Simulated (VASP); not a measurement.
# Sn3Ge2 (Fmmm) in VASP: further runs

Sn3Ge2 is run at these levels: PBE; tasks: single point.

All numbers are computed with VASP 6.6.1; they aren't measurements. Logs are shortened: lines on timing, memory, paths and dates and some standing lists are left out, and cuts for length are marked.

**1. The cell of the first run**

Symmetry: Fmmm, No. 69, orthorhombic system. Conventional cell: a = 4.730 Å, b = 5.134 Å, c = 20.035 Å, α = 90.00°, β = 90.00°, γ = 90.00°. Sn (site symmetry mm2) has 4 Ge at 2.99 to 3.15 Å and 9 Sn at 3.39 to 3.80 Å within 3.9 Å. Sn (site symmetry mmm) has 8 Ge at 3.08 to 3.23 Å and 6 Sn at 3.49 to 3.80 Å within 4.0 Å. Within 4.0 Å of Ge (site symmetry mm2) lie 8 Sn at 2.99 to 3.23 Å and 5 Ge at 3.49 to 3.93 Å.

**2. Single point, PBE**

Input file INCAR:

```
ALGO = Fast
EDIFF = 1E-7
ENCUT = 520
GGA = PE
ISIF = 2
ISMEAR = 0
LASPH = T
LCHARG = F
LREAL = F
LWAVE = F
NBANDS = 43
NELM = 60
PREC = Accurate
SIGMA = 0.1
```

Input file KPOINTS:

```
k-points
0
Gamma
  6 6 6
```

Input file POSCAR:

```
Sn3Ge2
1.0
    0.0000000000      2.5669180942     10.0176200298
    2.3652417611      0.0000000000     10.0176200298
    2.3652417611      2.5669180942      0.0000000000
Sn Ge
3 2
Direct
    0.1894428286      0.1894428286      0.8105571714
    0.8105571714      0.8105571714      0.1894428286
    0.0000000000      0.0000000000      0.0000000000
    0.5980907968      0.5980907968      0.4019092032
    0.4019092032      0.4019092032      0.5980907968
```

Potentials or basis: VASP PAW PBE potentials, release 64 (Sn_d, Ge_d).

Run with:

```
cat potpaw_PBE.64/Sn_d/POTCAR potpaw_PBE.64/Ge_d/POTCAR > POTCAR
mpirun -np 1 vasp_std > vasp.out
```

OUTCAR:

```text
EDIFF = 1E-7
   ENCUT = 520
   GGA = PE
   ISIF = 2
   ISMEAR = 0
   LASPH = T
   LREAL = F
   NELM = 60
   PREC = Accurate

 ion  position               nearest neighbor table
   1  0.189  0.189  0.811-   4 2.99   4 2.99   4 3.15   4 3.15   2 3.39   2 3.39   2 3.53   2 3.53

   2  0.811  0.811  0.189-   5 2.99   5 2.99   5 3.15   5 3.15   1 3.39   1 3.39   1 3.53   1 3.53

   3  0.000  0.000  0.000-   4 3.08   4 3.08   5 3.08   5 3.08   5 3.23   4 3.23   4 3.23   5 3.23

   4  0.598  0.598  0.402-   1 2.99   1 2.99   3 3.08   3 3.08   1 3.15   1 3.15   3 3.23   3 3.23

   5  0.402  0.402  0.598-   2 2.99   2 2.99   3 3.08   3 3.08   2 3.15   2 3.15   3 3.23   3 3.23

  LATTYP: Found a face centered orthorhombic cell.
 ALAT       =     4.7304835222
 B/A-ratio  =     1.0852666888
 C/A-ratio  =     4.2353471829

  Lattice vectors:

 A1 = (   0.0000000000,   2.5669180942,  10.0176200298)
 A2 = (   2.3652417611,   0.0000000000,  10.0176200298)
 A3 = (   2.3652417611,   2.5669180942,   0.0000000000)

Analysis of symmetry for initial positions (statically):
=====================================================================
 Subroutine PRICEL returns:
 Original cell was already a primitive cell.

 Routine SETGRP: Setting up the symmetry group for a
 face centered orthorhombic supercell.

 Subroutine GETGRP returns: Found  8 space group operations
 (whereof  8 operations were pure point group operations)
 out of a pool of  8 trial point group operations.

The static configuration has the point symmetry D_2h.

Analysis of symmetry for dynamics (positions and initial velocities):
=====================================================================
 Subroutine PRICEL returns:
 Original cell was already a primitive cell.

 Routine SETGRP: Setting up the symmetry group for a
 face centered orthorhombic supercell.

 Subroutine GETGRP returns: Found  8 space group operations
 (whereof  8 operations were pure point group operations)
 out of a pool of  8 trial point group operations.

The dynamic configuration has the point symmetry D_2h.

 Subroutine INISYM returns: Found  8 space group operations
 (whereof  8 operations are pure point group operations),
 and found     1 'primitive' translations

----------------------------------------------------------------------------------------

                                     Primitive cell

  volume of cell :     121.6416

  direct lattice vectors                    reciprocal lattice vectors
     0.000000000  2.566918094 10.017620030    -0.211394881  0.194786114  0.049912055
     2.365241761  0.000000000 10.017620030     0.211394881 -0.194786114  0.049912055
     2.365241761  2.566918094  0.000000000     0.211394881  0.194786114 -0.049912055

  length of vectors
    10.341265859 10.293059781  3.490478060     0.291754415  0.291754415  0.291754415

  position of ions in fractional coordinates (direct lattice)
     0.189442829  0.189442829  0.810557171
     0.810557171  0.810557171  0.189442829
     0.000000000  0.000000000  0.000000000
     0.598090797  0.598090797  0.401909203
     0.401909203  0.401909203  0.598090797

  ion indices of the primitive-cell ions
   primitive index   ion index
                 1           1
                 2           2
                 3           3
                 4           4
                 5           5

----------------------------------------------------------------------------------------

 KPOINTS: k-points

Automatic generation of k-mesh.
 Grid dimensions read from file:
 generate k-points for:    6    6    6

 Generating k-lattice:

  Cartesian coordinates                     Fractional coordinates (reciprocal lattice)
    -0.035232480  0.032464352  0.008318676     0.166666667  0.000000000  0.000000000
     0.035232480 -0.032464352  0.008318676     0.000000000  0.166666667  0.000000000
     0.035232480  0.032464352 -0.008318676     0.000000000  0.000000000  0.166666667

  Length of vectors
     0.048625736  0.048625736  0.048625736

  Shift w.r.t. Gamma in fractional coordinates (k-lattice)
     0.000000000  0.000000000  0.000000000

 Subroutine IBZKPT returns following result:
 ===========================================

 Found     46 irreducible k-points:

 Following reciprocal coordinates:
            Coordinates               Weight
  0.000000  0.000000  0.000000      1.000000
  0.166667 -0.000000 -0.000000      8.000000
  0.333333 -0.000000  0.000000      8.000000
  0.500000  0.000000 -0.000000      4.000000
  0.166667  0.166667  0.000000      2.000000
  0.333333  0.166667 -0.000000      8.000000
[... 16 lines left out ...]
 -0.166667  0.166667  0.166667      8.000000
  0.500000  0.333333  0.166667      4.000000
 [... further k-points ...]
   k-points           NKPTS =     46   k-points in BZ     NKDIM =     46   number of bands    NBANDS=     43
   number of dos      NEDOS =    301   number of ions     NIONS =      5
   total plane-waves  NPLWV = 179200
   dimension x,y,z NGX =    80 NGY =   80 NGZ =   28
   dimension x,y,z NGXF=   160 NGYF=  160 NGZF=   56
   ions per type =               3   2
   NGX,Y,Z   is equivalent  to a cutoff of  12.86, 12.92, 13.34 a.u.
   NGXF,Y,Z  is equivalent  to a cutoff of  25.72, 25.84, 26.67 a.u.
 SYSTEM =  unknown system
   PREC   = accura    normal or accurate (medium, high low for compatibility)
   ISTART =      0    job   : 0-new  1-cont  2-samecut
   ICHARG =      2    charge: 1-file 2-atom 10-const
   ISPIN  =      1    spin polarized calculation?
   LNONCOLLINEAR =      F non collinear calculations
   LSORBIT =      F    spin-orbit coupling
   LASPH  =      T    aspherical Exc in radial PAW
   ENCUT  =  520.0 eV  38.22 Ry    6.18 a.u.  19.23 19.14  6.49*2*pi/ulx,y,z
   NELM   =     60;   NELMIN=  2; NELMDL= -5     # of ELM steps
   EDIFF  = 0.1E-06   stopping-criterion for ELM
   LREAL  =      F    real-space projection
   EDIFFG = 0.1E-05   stopping-criterion for IOM
   NSW    =      0    number of steps for IOM
   IBRION =     -1    ionic relax: 0-MD 1-quasi-New 2-CG
   NFREE  =      0    steps in history (QN), initial steepest desc. (CG)
   ISIF   =      2    stress and relaxation
   ISYM   =      2    0-nonsym 1-usesym 2-fastsym
   POTIM  = 0.5000    time-step for ionic-motion
   TEBEG  =    0.0;   TEEND  =   0.0 temperature during run
   PSTRESS=    0.0 pullay stress
   NELECT =      70.0000    total number of electrons
   NUPDOWN=      -1.0000    fix difference up-down
   EMIN   =  10.00;   EMAX   =-10.00  energy-range for DOS
   EFERMI =   0.00;   METHOD = LEGACY
   ISMEAR =     0;   SIGMA  =   0.10  broadening in eV -4-tet -1-fermi 0-gaus
   EFERMI_NEDOS =   21; number of points for ismear=-14 and -15
   IALGO  =     68    algorithm
   IMIX   =      4    mixing-type and parameters
     AMIX     =   0.40;   BMIX     =  1.00
     AMIX_MAG =   1.60;   BMIX_MAG =  1.00
  volume/ion in A,a.u.               =      24.33       164.18
  Fermi-wavevector in a.u.,A,eV,Ry     =   1.361696  2.573232 25.228138  1.854216
  Thomas-Fermi vector in A             =   2.488250
   LORBIT       =      0    0 simple, 1 ext, 2 COOP (PROOUT), +10 PAW based schemes
   GGA     = PE    functional components
   LHFCALC =     F    Hartree Fock is set to
   AEXX    =    0.0000 exact exchange contribution
   IVDW    =     0    specifies the selected vdW correction
   LEPSILON=     F    determine dielectric tensor
   LRPA    =     F    only Hartree local field effects (RPA)
 non-spin polarized calculation
 RMM-DIIS sequential band-by-band and
 Gauss-broadening in eV      SIGMA  =   0.10
  energy-cutoff  :      520.00
  volume of cell :      121.64
 maximum number of plane-waves:      3313
 NGX is ok and might be reduce to    80
   NGX = 39   NGY = 39   NGZ = 13

 number of electron      69.9999996 magnetization

 Free energy of the ion-electron system (eV)
  ---------------------------------------------------
  ext. energy  EPLUGINS =         0.00000000
  ---------------------------------------------------
  free energy    TOTEN  =       -19.71340343 eV

  energy without entropy =      -19.70422334  energy(sigma->0) =      -19.70881338

 E-fermi :   7.3318     XC(G=0): -10.5700

 val. band max:        7.2918805525   @ k =  -0.3333   0.5000   0.1667
 cond. band min:       7.3561392594   @ k =  -0.1667   0.3333   0.3333
 fundamental gap:      0.0642587068
 Fermi energy:         7.3317971927

 k-point     1 :       0.0000    0.0000    0.0000
  band No.  band energies     occupation
      1     -17.2547      2.00000
      2     -17.2543      2.00000
      3     -17.2400      2.00000
      4     -17.2394      2.00000
      5     -17.2313      2.00000
      6     -17.2311      2.00000
[... 35 lines left out ...]
     42      11.9678      0.00000
     43      12.5077      0.00000

 k-point     2 :       0.1667   -0.0000   -0.0000
  band No.  band energies     occupation
      1     -17.2510      2.00000
      2     -17.2507      2.00000
      3     -17.2412      2.00000
      4     -17.2410      2.00000
      5     -17.2325      2.00000
      6     -17.2321      2.00000
[... 35 lines left out ...]
     42      12.8032      0.00000
     43      13.3115      0.00000

 k-point     3 :       0.3333   -0.0000    0.0000
  band No.  band energies     occupation
      1     -17.2466      2.00000
      2     -17.2465      2.00000
      3     -17.2424      2.00000
      4     -17.2422      2.00000
      5     -17.2363      2.00000
      6     -17.2349      2.00000
[... 35 lines left out ...]
     42      12.4130      0.00000
     43      13.1190      0.00000

 k-point     4 :       0.5000    0.0000   -0.0000
  band No.  band energies     occupation
      1     -17.2475      2.00000
      2     -17.2471      2.00000
      3     -17.2409      2.00000
      4     -17.2408      2.00000
      5     -17.2384      2.00000
      6     -17.2365      2.00000
[... 863 lines left out ...]
     42      11.6045      0.00000
     43      11.7937      0.00000

 k-point    23 :      -0.1667    0.1667    0.1667
  band No.  band energies     occupation
      1     -17.2465      2.00000
      2     -17.2462      2.00000
      3     -17.2394      2.00000
      4     -17.2393      2.00000
      5     -17.2363      2.00000
      6     -17.2347      2.00000
[... 35 lines left out ...]
     42      12.2419      0.00000
     43      12.7408      0.00000

 k-point    24 :       0.5000    0.3333    0.1667
  band No.  band energies     occupation
      1     -17.2467      2.00000
      2     -17.2464      2.00000
      3     -17.2430      2.00000
      4     -17.2427      2.00000
      5     -17.2330      2.00000
      6     -17.2328      2.00000
[... 35 lines left out ...]
     42      12.8269      0.00000
     43      13.2056      0.00000

 [... further k-points ...]

------------------------ aborting loop because EDIFF is reached ----------------------------------------

  FORCE on cell =-STRESS in cart. coord.  units (eV):
  Direction    XX          YY          ZZ          XY          YZ          ZX
  --------------------------------------------------------------------------------------
  -------------------------------------------------------------------------------------
  Total       -0.1151198     -0.0109203     -0.0664605     -0.0000000      0.0000000      0.0000000
  in kB       -1.5162768     -0.1438342     -0.8753703     -0.0000000      0.0000000      0.0000000
  external PRESSURE =      -0.8451605 kB  Pullay stress =       0.0000000 kB

 VOLUME and BASIS-vectors are now :
 -----------------------------------------------------------------------------
  energy-cutoff  :      520.00
  volume of cell :      121.64
      direct lattice vectors                 reciprocal lattice vectors
     0.000000000  2.566918094 10.017620030    -0.211394881  0.194786114  0.049912055
     2.365241761  0.000000000 10.017620030     0.211394881 -0.194786114  0.049912055
     2.365241761  2.566918094  0.000000000     0.211394881  0.194786114 -0.049912055

 POSITION                                       TOTAL-FORCE (eV/Angst)
 -----------------------------------------------------------------------------------
      2.36524      2.56692      3.79553         0.000000     -0.000000     -0.002624
      2.36524      2.56692     16.23971         0.000000     -0.000000      0.002624
      0.00000      0.00000      0.00000         0.000000     -0.000000     -0.000000
      2.36524      2.56692     11.98289         0.000000      0.000000     -0.001942
      2.36524      2.56692      8.05235         0.000000     -0.000000      0.001942
 -----------------------------------------------------------------------------------
    total drift:                               -0.000000     -0.000000      0.000000

  FREE ENERGIE OF THE ION-ELECTRON SYSTEM (eV)
  ---------------------------------------------------
  free  energy   TOTEN  =       -19.7134034284 eV

  energy  without entropy=      -19.7042233389  energy(sigma->0) =      -19.70881338
```

It took 25 min on 1 thread of AMD EPYC 7R13, shared host; peak memory 0.51 GiB.

Results:

```yaml
Free_energy: -19.7134 eV
Pressure: -0.1 GPa
Band_gap_on_the_k_mesh: zero (bands 35 and 36 overlap by 3.36 eV)
```

Forces in eV/Å, atoms in the order of the input:
```
Sn   0.000  0.000 -0.003
Sn   0.000  0.000  0.003
Sn   0.000  0.000  0.000
Ge   0.000  0.000 -0.002
Ge   0.000  0.000  0.002
```

Caveat: spin-orbit coupling is left out, which moves the levels of the heavy elements.

[end of part 1 of 2]

The gap in the log of VASP goes by the Fermi energy; the results here count the filled bands.